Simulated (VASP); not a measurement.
Here is a VASP 6.6.1 calculation.

The input INCAR:

```
SYSTEM = BaPbO3
PREC = Accurate ; ENCUT = 520
EDIFF = 1E-6 ; ISMEAR = 0
SIGMA = 0.01 ; LREAL = .FALSE.
LASPH = .TRUE. ; NELM = 100
ALGO = Normal ; ISIF = 2
LWAVE = .FALSE. ; LCHARG = .TRUE.
GGA = CA ; LELF = .TRUE.
LVHAR = .TRUE. ; NBANDS = 53
```

The input KPOINTS:

```
regular mesh
0
G
  4 4 4
  0 0 0
```

POSCAR

```
BaPbO3
1.0
   -2.9612911809      4.1867247480      3.0139701003
    2.9612911809     -4.1867247480      3.0139701003
    2.9612911809      4.1867247480     -3.0139701003
Ba Pb O
2 2 6
Direct
    0.2440585863      0.9940585863      0.2500000000
    0.7559414137      0.0059414137      0.7500000000
    0.5000000000      0.5000000000      0.0000000000
    0.0000000000      0.5000000000      0.5000000000
    0.2079918856      0.5000000000      0.2079918856
    0.7920081144      0.0000000000      0.2920081144
    0.7920081144      0.5000000000      0.7920081144
    0.2079918856      0.0000000000      0.7079918856
    0.6763356175      0.4263356175      0.2500000000
    0.3236643825      0.5736643825      0.7500000000
```

Potentials or basis: VASP PAW LDA potentials, release 64 (Ba_sv, Pb_d, O).

The run is started by

```bash
$ cat potpaw_LDA.64/Ba_sv/POTCAR potpaw_LDA.64/Pb_d/POTCAR potpaw_LDA.64/O/POTCAR > POTCAR
$ mpirun -np 1 vasp_std > vasp.out
```

(1) Predict the largest force.

(2) What does it give for the band gap on the k mesh?

(3) What does it give for the pressure?

Answers

(1) 0.095 eV/Å.

(2) 0.33 eV.

(3) 3.4 GPa.

Caveat: the cell stands under pressure; spin-orbit coupling is left out, which moves the levels of the heavy elements.
